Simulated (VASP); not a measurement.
# Si (Fd-3m) in VASP: G0W0 quasiparticle levels with PBE

Aim: the G0W0 quasiparticle levels of Si with PBE.

Everything below comes from runs of VASP 6.6.1. Logs are shortened: lines on timing, memory, paths and dates and some standing lists are left out, and cuts for length are marked.

### 1 The cell of the first run

Symmetry: Fd-3m, No. 227, cubic system. The conventional cell has a = 5.444 Å, b = 5.444 Å, c = 5.444 Å, α = 90.00°, β = 90.00°, γ = 90.00°. Si (site symmetry -43m) has 4 Si at 2.36 Å within 3.1 Å.

### 2 G0W0 quasiparticle levels, PBE

POSCAR

```
Si
1.0
    0.0000000000      2.7221188957      2.7221188957
    2.7221188957      0.0000000000      2.7221188957
    2.7221188957      2.7221188957      0.0000000000
Si
2
Direct
    0.0000000000      0.0000000000      0.0000000000
    0.2500000000      0.2500000000      0.2500000000
```

INCAR.step1

```
ALGO = Normal
EDIFF = 1E-8
ENCUT = 500
GGA = PE
ISMEAR = 0
LASPH = T
LCHARG = F
LREAL = F
LWAVE = T
NELM = 80
PREC = Accurate
SIGMA = 0.01
```

INCAR.step2

```
ALGO = Exact
EDIFF = 1E-8
ENCUT = 500
GGA = PE
ISMEAR = 0
ISTART = 1
LASPH = T
LCHARG = F
LOPTICS = T
LREAL = F
LWAVE = T
NBANDS = 172
NELM = 1
PREC = Accurate
SIGMA = 0.01
```

INCAR.step3

```
ALGO = EVGW0
EDIFF = 1E-8
ENCUT = 500
ENCUTGW = 150.0
GGA = PE
ISMEAR = 0
ISTART = 1
LASPH = T
LCHARG = F
LREAL = F
LWAVE = F
NBANDS = 172
NBANDSGW = 12
NELMGW = 1
NOMEGA = 96
OMEGAMAX = 20
PREC = Accurate
PRECFOCK = Fast
SIGMA = 0.01
```

KPOINTS

```
k-points
0
Gamma
  4 4 4
```

Potentials or basis: VASP PAW PBE potentials, release 64 (Si_GW).

The run is started by

```
> cat potpaw_PBE.64/Si_GW/POTCAR > POTCAR
> cp INCAR.step1 INCAR
> mpirun -np 1 vasp_std > vasp.out
> cp INCAR.step2 INCAR
> mpirun -np 1 vasp_std > vasp.out
> cp INCAR.step3 INCAR
> mpirun -np 1 vasp_std > vasp.out
```

OUTCAR:

```text
EDIFF = 1E-8
   ENCUT = 500
   ENCUTGW = 150.0
   GGA = PE
   ISMEAR = 0
   ISTART = 1
   LASPH = T
   LREAL = F
   NELMGW = 1
   PREC = Accurate
   PRECFOCK = Fast

 ion  position               nearest neighbor table
   1  0.000  0.000  0.000-   2 2.36   2 2.36   2 2.36   2 2.36
   2  0.250  0.250  0.250-   1 2.36   1 2.36   1 2.36   1 2.36

  LATTYP: Found a face centered cubic cell.
 ALAT       =     5.4442377914

  Lattice vectors:

 A1 = (   0.0000000000,   2.7221188957,   2.7221188957)
 A2 = (   2.7221188957,   0.0000000000,   2.7221188957)
 A3 = (   2.7221188957,   2.7221188957,   0.0000000000)

Analysis of symmetry for initial positions (statically):
=====================================================================
 Subroutine PRICEL returns:
 Original cell was already a primitive cell.

 Routine SETGRP: Setting up the symmetry group for a
 face centered cubic supercell.

 Subroutine GETGRP returns: Found 48 space group operations
 (whereof 24 operations were pure point group operations)
 out of a pool of 48 trial point group operations.

The static configuration has the point symmetry T_d .
 The point group associated with its full space group is O_h .

Analysis of symmetry for dynamics (positions and initial velocities):
=====================================================================
 Subroutine PRICEL returns:
 Original cell was already a primitive cell.

 Routine SETGRP: Setting up the symmetry group for a
 face centered cubic supercell.

 Subroutine GETGRP returns: Found 48 space group operations
 (whereof 24 operations were pure point group operations)
 out of a pool of 48 trial point group operations.

The dynamic configuration has the point symmetry T_d .
 The point group associated with its full space group is O_h .

 Subroutine INISYM returns: Found 48 space group operations
 (whereof 24 operations are pure point group operations),
[... 72 lines left out ...]
   ICHARG =      0    charge: 1-file 2-atom 10-const
   ISPIN  =      1    spin polarized calculation?
   LNONCOLLINEAR =      F non collinear calculations
   LSORBIT =      F    spin-orbit coupling
   LASPH  =      T    aspherical Exc in radial PAW
   ENCUT  =  500.0 eV  36.75 Ry    6.06 a.u.   7.02  7.02  7.02*2*pi/ulx,y,z
   NELM   =     60;   NELMIN=  2; NELMDL=  0     # of ELM steps
   EDIFF  = 0.1E-07   stopping-criterion for ELM
   LREAL  =      F    real-space projection
   EDIFFG = 0.1E-06   stopping-criterion for IOM
   NSW    =      0    number of steps for IOM
   IBRION =     -1    ionic relax: 0-MD 1-quasi-New 2-CG
   NFREE  =      0    steps in history (QN), initial steepest desc. (CG)
   ISIF   =      0    stress and relaxation
   ISYM   =      3    0-nonsym 1-usesym 2-fastsym
   POTIM  = 0.5000    time-step for ionic-motion
   TEBEG  =    0.0;   TEEND  =   0.0 temperature during run
   PSTRESS=    0.0 pullay stress
   NELECT =       8.0000    total number of electrons
   NUPDOWN=      -1.0000    fix difference up-down
   EMIN   =  10.00;   EMAX   =-10.00  energy-range for DOS
   EFERMI =   0.00;   METHOD = LEGACY
   ISMEAR =     0;   SIGMA  =   0.01  broadening in eV -4-tet -1-fermi 0-gaus
   EFERMI_NEDOS =   21; number of points for ismear=-14 and -15
   IALGO  =     38    algorithm
   IMIX   =      4    mixing-type and parameters
     AMIX     =   0.40;   BMIX     =  1.00
     AMIX_MAG =   1.60;   BMIX_MAG =  1.00
  volume/ion in A,a.u.               =      20.17       136.12
  Fermi-wavevector in a.u.,A,eV,Ry     =   0.954672  1.804069 12.400344  0.911400
  Thomas-Fermi vector in A             =   2.083440
   LORBIT       =      0    0 simple, 1 ext, 2 COOP (PROOUT), +10 PAW based schemes
   GGA     = PE    functional components
   LHFCALC =     T    Hartree Fock is set to
   PRECFOCK=fast      Normal, Fast or Accurate (Low or Medium for compatibility)
   ENCUT4O =  -1.0   cutoff for four orbital integrals eV
   NKREDX  =     1    reduce k-point grid by
   NKREDY  =     1    reduce k-point grid by
   NKREDZ  =     1    reduce k-point grid by
   AEXX    =    1.0000 exact exchange contribution
   HFSCREEN=    0.0000 screening length (either q_TF or 0.3 A-1)
   HFSCREENC=   0.0000 screening length for correlation (either q_TF or 0.3 A-1)
   ENCUTFOCK=  -1.0 apply spherical cutoff to Coloumb kernel
   IVDW    =     0    specifies the selected vdW correction
   LEPSILON=     F    determine dielectric tensor
   LRPA    =     F    only Hartree local field effects (RPA)
   LRPAFORCE           =     F    calculate RPA forces
   ENCUTGW             = 150.0    cutoff for response function in eV
   ENCUTGWSOFT         = 120.0    soft cutoff for Coulomb kernel in GW response function in eV
   ENCUTLF             =  -1.0    cutoff for local field effects
   NELMGW              =     1    number of iterations in solving QP/BSE equation
   NELMHF              =     1    number of iterations in the inner HF iteration
   NKREDLFX            =     1    NKREDLFY  =   1   NKREDLFZ  =   1
 non-spin polarized calculation
 Gauss-broadening in eV      SIGMA  =   0.01
  energy-cutoff  :      500.00
  volume of cell :       40.34
 maximum number of plane-waves:      1036
  NGX = 16; NGY = 16; NGZ = 16
   NGX = 13   NGY = 13   NGZ = 13
 maximum number of plane-waves:       176

 QP shifts <psi_nk| G(iteration)W_0 |psi_nk>: iteration 1
 for sc-GW calculations column KS-energies equals QP-energies in previous step
 and V_xc(KS)=  KS-energies - (<T + V_ion + V_H > + <T+V_H+V_ion>^1  + <V_x>^1)

 k-point   1 :       0.0000    0.0000    0.0000
  band No.  KS-energies  QP-energies   sigma(KS)   V_xc(KS)     V^pw_x(r,r')   Z            occupation Imag(sigma)

      1      -6.4855      -6.9392     -11.1040     -10.4400     -17.4657       0.6833       2.0000       1.1510
      2       5.4339       4.8933     -12.1102     -11.4007     -13.0141       0.7619       2.0000       0.0248
      3       5.4339       4.8933     -12.1102     -11.4007     -13.0141       0.7619       2.0000       0.0248
      4       5.4339       4.8933     -12.1102     -11.4007     -13.0141       0.7619       2.0000       0.0248
      5       7.9750       8.0747      -9.9516     -10.0839      -5.5639       0.7533       0.0000      -0.0693
      6       7.9750       8.0747      -9.9516     -10.0839      -5.5639       0.7533       0.0000      -0.0693
      7       7.9750       8.0747      -9.9516     -10.0839      -5.5639       0.7533       0.0000      -0.0693
      8       8.7111       8.9259     -10.7585     -11.0471      -5.8606       0.7442       0.0000      -0.0868
      9      13.1330      13.2830      -9.7877      -9.9885      -4.1855       0.7470       0.0000      -0.2161
     10      13.1330      13.2830      -9.7877      -9.9885      -4.1855       0.7470       0.0000      -0.2161
     11      13.3599      13.0970      -8.0473      -7.7047      -2.5874       0.7674       0.0000      -0.2807
     12      16.6356      16.3959      -8.6221      -8.3072      -2.2325       0.7614       0.0000      -0.5919
[... 100 lines left out ...]
      1      -2.2043      -2.6702     -11.6605     -10.9796     -16.0619       0.6842       2.0000       0.4670
      2      -2.2043      -2.6702     -11.6605     -10.9796     -16.0619       0.6842       2.0000       0.4670
      3       1.5999       1.0165     -10.8015     -10.0058     -12.9020       0.7332       2.0000       0.0891
      4       1.5999       1.0165     -10.8015     -10.0058     -12.9020       0.7332       2.0000       0.0891
      5       9.6948       9.6547      -9.6174      -9.5642      -4.8825       0.7544       0.0000      -0.1016
      6       9.6948       9.6547      -9.6174      -9.5642      -4.8825       0.7544       0.0000      -0.1016
      7      10.3947      10.5017      -9.9628     -10.1064      -4.6787       0.7450       0.0000      -0.1472
      8      10.3947      10.5017      -9.9628     -10.1064      -4.6787       0.7450       0.0000      -0.1472
      9      15.9580      16.0112     -10.6175     -10.6908      -3.8805       0.7262       0.0000      -0.5422
     10      15.9580      16.0112     -10.6175     -10.6908      -3.8805       0.7262       0.0000      -0.5422
     11      18.3977      18.4594     -10.3404     -10.4240      -3.3861       0.7381       0.0000      -0.7361
     12      18.3977      18.4594     -10.3404     -10.4240      -3.3861       0.7381       0.0000      -0.7361
```

OUTCAR.step1:

```text
EDIFF = 1E-8
   ENCUT = 500
   GGA = PE
   ISMEAR = 0
   LASPH = T
[... 291 lines left out ...]
 -----------------------------------------------------------------------------------
      0.00000      0.00000      0.00000        -0.000000     -0.000000     -0.000000
      1.36106      1.36106      1.36106         0.000000      0.000000      0.000000
 -----------------------------------------------------------------------------------
    total drift:                                0.000000      0.000000     -0.000000

  FREE ENERGIE OF THE ION-ELECTRON SYSTEM (eV)
  ---------------------------------------------------
  free  energy   TOTEN  =       -10.6555202039 eV

  energy  without entropy=      -10.6555202039  energy(sigma->0) =      -10.65552020
```

OUTCAR.step2:

```text
EDIFF = 1E-8
   ENCUT = 500
   GGA = PE
   ISMEAR = 0
[... 690 lines left out ...]
  --------------------------------------------------------------------------------------------------------------
     0.00000    24.55672    24.55672    24.55672     0.00000     0.00000    -0.00000
     1.82909    36.86016    36.86016    36.86016     0.00000     0.00000    -0.00000
     3.65818    -9.68242    -9.68242    -9.68242     0.00000     0.00000    -0.00000
     5.48727   -13.48066   -13.48066   -13.48066    -0.00000    -0.00000     0.00000
     7.31635    -2.07023    -2.07023    -2.07023    -0.00000    -0.00000     0.00000
     9.14544    -3.38721    -3.38721    -3.38721     0.00000     0.00000     0.00000
[... 92 lines left out ...]
   179.25069     0.98899     0.98899     0.98899    -0.00000    -0.00000     0.00000
   181.07977     0.98922     0.98922     0.98922    -0.00000    -0.00000     0.00000
```

It took 94 s on 1 thread of Intel Xeon 6975P-C (Granite Rapids), shared host; peak memory 0.43 GiB.

Results:

```
Quasiparticle gap                                   : 1.21 eV
Least direct quasiparticle gap                      : 3.18 eV
Band gap of the starting levels on the mesh         : 0.71 eV
Least direct gap of the starting levels on the mesh : 2.54 eV
```

Caveat: the k points lie up to 0.50 Å⁻¹ apart; bands, screening cutoff and mesh are small and nothing is extrapolated, so the quasiparticle values aren't converged.
